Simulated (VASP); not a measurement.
# Al (P6_3/mmc) in VASP: single point with PBE

Aim: the single point of Al with PBE.

All numbers are computed with VASP 6.6.1; they aren't measurements. Logs are shortened: lines on timing, memory, paths and dates and some standing lists are left out, and cuts for length are marked.

### 1 The cell of the first run

It takes space group P6_3/mmc (No. 194, hexagonal). The conventional cell has a = 2.864 Å, b = 2.864 Å, c = 4.677 Å, α = 90.00°, β = 90.00°, γ = 120.00°. Within 3.8 Å of Al (site symmetry -6m2) lie 12 Al at 2.86 Å.

### 2 Single point, PBE

Input file INCAR:

```
SYSTEM = Al
PREC = Accurate ; ENCUT = 520
EDIFF = 1E-6 ; ISMEAR = 0
SIGMA = 0.05 ; LREAL = .False.
LASPH = .True. ; NELM = 100
ALGO = Normal ; ISIF = 2
LWAVE = .False. ; LCHARG = .False.
GGA = PE ; NBANDS = 10
```

Input file KPOINTS:

```
Automatic mesh
0
Gamma
  8 8 4
  0 0 0
```

Input file POSCAR:

```
Al
1.0
    2.8635818422      0.0000000000      0.0000000000
   -1.4317909211      2.4799346212      0.0000000000
    0.0000000000      0.0000000000      4.6771836756
Al
2
Direct
    0.3333333333      0.6666666667      0.7500000000
    0.6666666667      0.3333333333      0.2500000000
```

Potentials or basis: VASP PAW PBE potentials, release 64 (Al).

Command:

```
$ cat potpaw_PBE.64/Al/POTCAR > POTCAR
$ mpirun -np 1 vasp_std > vasp.out
```

OUTCAR:

```text
SYSTEM = Al
   PREC = Accurate
   ENCUT = 520
   EDIFF = 1E-6
   ISMEAR = 0
   LREAL = .False.
   LASPH = .True.
   NELM = 100
   ISIF = 2
   GGA = PE

 ion  position               nearest neighbor table
   1  0.333  0.667  0.750-   2 2.86   2 2.86   2 2.86   2 2.86   2 2.86   2 2.86
   2  0.667  0.333  0.250-   1 2.86   1 2.86   1 2.86   1 2.86   1 2.86   1 2.86

  LATTYP: Found a hexagonal cell.
 ALAT       =     2.8635818422
 C/A-ratio  =     1.6333333333

  Lattice vectors:

 A1 = (   2.8635818422,   0.0000000000,   0.0000000000)
 A2 = (  -1.4317909211,   2.4799346212,   0.0000000000)
 A3 = (   0.0000000000,   0.0000000000,   4.6771836756)

Analysis of symmetry for initial positions (statically):
=====================================================================
 Subroutine PRICEL returns:
 Original cell was already a primitive cell.

 Routine SETGRP: Setting up the symmetry group for a
 hexagonal supercell.

 Subroutine GETGRP returns: Found 24 space group operations
 (whereof 12 operations were pure point group operations)
 out of a pool of 24 trial point group operations.

The static configuration has the point symmetry D_3d.
 The point group associated with its full space group is D_6h.

Analysis of symmetry for dynamics (positions and initial velocities):
=====================================================================
 Subroutine PRICEL returns:
 Original cell was already a primitive cell.

 Routine SETGRP: Setting up the symmetry group for a
 hexagonal supercell.

 Subroutine GETGRP returns: Found 24 space group operations
 (whereof 12 operations were pure point group operations)
 out of a pool of 24 trial point group operations.

The dynamic configuration has the point symmetry D_3d.
 The point group associated with its full space group is D_6h.

 Subroutine INISYM returns: Found 24 space group operations
 (whereof 12 operations are pure point group operations),
 and found     1 'primitive' translations

----------------------------------------------------------------------------------------

                                     Primitive cell

  volume of cell :      33.2150

  direct lattice vectors                    reciprocal lattice vectors
     2.863581842  0.000000000  0.000000000     0.349212998  0.201618218  0.000000000
    -1.431790921  2.479934621  0.000000000     0.000000000  0.403236437  0.000000000
     0.000000000  0.000000000  4.677183676     0.000000000  0.000000000  0.213803876

  length of vectors
     2.863581842  2.863581842  4.677183676     0.403236437  0.403236437  0.213803876

  position of ions in fractional coordinates (direct lattice)
     0.333333333  0.666666667  0.750000000
     0.666666667  0.333333333  0.250000000

  ion indices of the primitive-cell ions
   primitive index   ion index
                 1           1
                 2           2

----------------------------------------------------------------------------------------

 KPOINTS: Automatic mesh

Automatic generation of k-mesh.
 Grid dimensions read from file:
 generate k-points for:    8    8    4

 Generating k-lattice:

  Cartesian coordinates                     Fractional coordinates (reciprocal lattice)
     0.043651625  0.025202277  0.000000000     0.125000000 -0.000000000  0.000000000
     0.000000000  0.050404555  0.000000000     0.000000000  0.125000000  0.000000000
     0.000000000  0.000000000  0.053450969     0.000000000  0.000000000  0.250000000

  Length of vectors
     0.050404555  0.050404555  0.053450969

  Shift w.r.t. Gamma in fractional coordinates (k-lattice)
     0.000000000  0.000000000  0.000000000

 Subroutine IBZKPT returns following result:
 ===========================================

 Found     30 irreducible k-points:

 Following reciprocal coordinates:
            Coordinates               Weight
  0.000000  0.000000  0.000000      1.000000
  0.125000  0.000000  0.000000      6.000000
  0.250000  0.000000  0.000000      6.000000
  0.375000  0.000000  0.000000      6.000000
  0.500000  0.000000  0.000000      3.000000
  0.125000  0.125000  0.000000      6.000000
[... 16 lines left out ...]
  0.250000  0.000000  0.500000      6.000000
  0.375000  0.000000  0.500000      6.000000
 [... further k-points ...]
   k-points           NKPTS =     30   k-points in BZ     NKDIM =     30   number of bands    NBANDS=     10
   number of dos      NEDOS =    301   number of ions     NIONS =      2
   total plane-waves  NPLWV =  20736
   dimension x,y,z NGX =    24 NGY =   24 NGZ =   36
   dimension x,y,z NGXF=    48 NGYF=   48 NGZF=   72
   ions per type =               2
   NGX,Y,Z   is equivalent  to a cutoff of  13.93, 13.93, 12.80 a.u.
   NGXF,Y,Z  is equivalent  to a cutoff of  27.87, 27.87, 25.59 a.u.
 SYSTEM =  Al
   PREC   = accura    normal or accurate (medium, high low for compatibility)
   ISTART =      0    job   : 0-new  1-cont  2-samecut
   ICHARG =      2    charge: 1-file 2-atom 10-const
   ISPIN  =      1    spin polarized calculation?
   LNONCOLLINEAR =      F non collinear calculations
   LSORBIT =      F    spin-orbit coupling
   LASPH  =      T    aspherical Exc in radial PAW
   ENCUT  =  520.0 eV  38.22 Ry    6.18 a.u.   5.32  5.32  8.70*2*pi/ulx,y,z
   NELM   =    100;   NELMIN=  2; NELMDL= -5     # of ELM steps
   EDIFF  = 0.1E-05   stopping-criterion for ELM
   LREAL  =      F    real-space projection
   EDIFFG = 0.1E-04   stopping-criterion for IOM
   NSW    =      0    number of steps for IOM
   IBRION =     -1    ionic relax: 0-MD 1-quasi-New 2-CG
   NFREE  =      0    steps in history (QN), initial steepest desc. (CG)
   ISIF   =      2    stress and relaxation
   ISYM   =      2    0-nonsym 1-usesym 2-fastsym
   POTIM  = 0.5000    time-step for ionic-motion
   TEBEG  =    0.0;   TEEND  =   0.0 temperature during run
   PSTRESS=    0.0 pullay stress
   NELECT =       6.0000    total number of electrons
   NUPDOWN=      -1.0000    fix difference up-down
   EMIN   =  10.00;   EMAX   =-10.00  energy-range for DOS
   EFERMI =   0.00;   METHOD = LEGACY
   ISMEAR =     0;   SIGMA  =   0.05  broadening in eV -4-tet -1-fermi 0-gaus
   EFERMI_NEDOS =   21; number of points for ismear=-14 and -15
   IALGO  =     38    algorithm
   IMIX   =      4    mixing-type and parameters
     AMIX     =   0.40;   BMIX     =  1.00
     AMIX_MAG =   1.60;   BMIX_MAG =  1.00
  volume/ion in A,a.u.               =      16.61       112.07
  Fermi-wavevector in a.u.,A,eV,Ry     =   0.925438  1.748824 11.652503  0.856435
  Thomas-Fermi vector in A             =   2.051292
   LORBIT       =      0    0 simple, 1 ext, 2 COOP (PROOUT), +10 PAW based schemes
   GGA     = PE    functional components
   LHFCALC =     F    Hartree Fock is set to
   AEXX    =    0.0000 exact exchange contribution
   IVDW    =     0    specifies the selected vdW correction
   LEPSILON=     F    determine dielectric tensor
   LRPA    =     F    only Hartree local field effects (RPA)
 non-spin polarized calculation
 Gauss-broadening in eV      SIGMA  =   0.05
  energy-cutoff  :      520.00
  volume of cell :       33.21
 maximum number of plane-waves:       905
 NGX is ok and might be reduce to    24
   NGX = 11   NGY = 11   NGZ = 17

 number of electron       6.0000000 magnetization

 Free energy of the ion-electron system (eV)
  ---------------------------------------------------
  ext. energy  EPLUGINS =         0.00000000
  ---------------------------------------------------
  free energy    TOTEN  =        -7.33707752 eV

  energy without entropy =       -7.33461685  energy(sigma->0) =       -7.33584718

 E-fermi :   8.0692     XC(G=0): -10.1752

 val. band max:        7.8755250757   @ k =   0.3750   0.1250   0.0000
 cond. band min:       8.0806302844   @ k =   0.1250   0.1250   0.2500
 fundamental gap:      0.2051052087
 Fermi energy:         8.0692045819

 k-point     1 :       0.0000    0.0000    0.0000
  band No.  band energies     occupation
      1      -3.1601      2.00000
      2       3.3778      2.00000
      3       3.5425      2.00000
      4      18.4480      0.00000
      5      18.4480      0.00000
      6      18.8757      0.00000
      7      18.8757      0.00000
      8      20.0008      0.00000
      9      21.8776      0.00000
     10      22.1489      0.00000

 k-point     2 :       0.1250    0.0000    0.0000
  band No.  band energies     occupation
      1      -2.7845      2.00000
      2       3.7269      2.00000
      3       3.9089      2.00000
      4      14.3559      0.00000
      5      16.3865      0.00000
      6      17.7616      0.00000
      7      20.1389      0.00000
      8      20.2396      0.00000
      9      21.5286      0.00000
     10      21.7844      0.00000

 k-point     3 :       0.2500    0.0000    0.0000
  band No.  band energies     occupation
      1      -1.6640      2.00000
      2       4.7735      2.00000
      3       4.9812      2.00000
      4       9.9564      0.00000
      5      14.7782      0.00000
      6      15.4659      0.00000
      7      15.9770      0.00000
      8      17.0612      0.00000
      9      20.3933      0.00000
     10      20.7908      0.00000

 k-point     4 :       0.3750    0.0000    0.0000
  band No.  band energies     occupation
      1       0.1831      2.00000
      2       5.7353      2.00000
      3       6.5104      2.00000
      4       7.1219      2.00000
      5      12.1893      0.00000
      6      12.3291      0.00000
      7      13.8155      0.00000
      8      15.6167      0.00000
      9      19.5416      0.00000
     10      19.7345      0.00000
[... 222 lines left out ...]
 k-point    22 :       0.1250    0.0000    0.5000
  band No.  band energies     occupation
      1      -1.1066      2.00000
      2      -1.1066      2.00000
      3      11.6619      0.00000
      4      11.6619      0.00000
      5      15.9025      0.00000
      6      15.9025      0.00000
      7      17.8231      0.00000
      8      17.8231      0.00000
      9      19.7867      0.00000
     10      19.7867      0.00000

 k-point    23 :       0.2500    0.0000    0.5000
  band No.  band energies     occupation
      1       0.0008      2.00000
      2       0.0008      2.00000
      3      11.2454      0.00000
      4      11.2454      0.00000
      5      12.9406      0.00000
      6      12.9406      0.00000
      7      16.2263      0.00000
      8      16.2263      0.00000
      9      18.1984      0.00000
     10      18.1984      0.00000

 k-point    24 :       0.3750    0.0000    0.5000
  band No.  band energies     occupation
      1       1.8235      2.00000
      2       1.8235      2.00000
      3       7.5843      2.00000
      4       7.5843      2.00000
      5      14.2976      0.00000
      6      14.2976      0.00000
      7      15.2645      0.00000
      8      15.2645      0.00000
      9      17.1280      0.00000
     10      17.1280      0.00000

 [... further k-points ...]
[... 5 lines left out ...]
  --------------------------------------------------------------------------------------
  -------------------------------------------------------------------------------------
  Total        0.0678968      0.0678968     -0.0000665      0.0000000     -0.0000000      0.0000000
  in kB        3.2751089      3.2751089     -0.0032094      0.0000000     -0.0000000      0.0000000
  external PRESSURE =       2.1823361 kB  Pullay stress =       0.0000000 kB

 VOLUME and BASIS-vectors are now :
 -----------------------------------------------------------------------------
  energy-cutoff  :      520.00
  volume of cell :       33.21
      direct lattice vectors                 reciprocal lattice vectors
     2.863581842  0.000000000  0.000000000     0.349212998  0.201618218  0.000000000
    -1.431790921  2.479934621  0.000000000     0.000000000  0.403236437  0.000000000
     0.000000000  0.000000000  4.677183676     0.000000000  0.000000000  0.213803876

 POSITION                                       TOTAL-FORCE (eV/Angst)
 -----------------------------------------------------------------------------------
     -0.00000      1.65329      3.50789        -0.000000      0.000000      0.000000
      1.43179      0.82664      1.16930         0.000000     -0.000000      0.000000
 -----------------------------------------------------------------------------------
    total drift:                               -0.000000      0.000000     -0.000000

  FREE ENERGIE OF THE ION-ELECTRON SYSTEM (eV)
  ---------------------------------------------------
  free  energy   TOTEN  =        -7.3370775163 eV

  energy  without entropy=       -7.3346168499  energy(sigma->0) =       -7.33584718
```

Run time: 8.8 s. Hardware: 1 thread of Intel Xeon Platinum 8259CL at 2.50GHz (Skylake/Cascade Lake), shared host; peak memory 0.14 GiB.

Results:

```
Free energy            : -7.3371 eV
Pressure               : 0.2 GPa
Band gap on the k mesh : zero (band 3 reaches 12.14 eV, above the bottom of band 4 at 4.72 eV)
```

Stress tensor (GPa, compression positive):
```
0.33 0.00 0.00
0.00 0.33 0.00
0.00 0.00 0.00
```
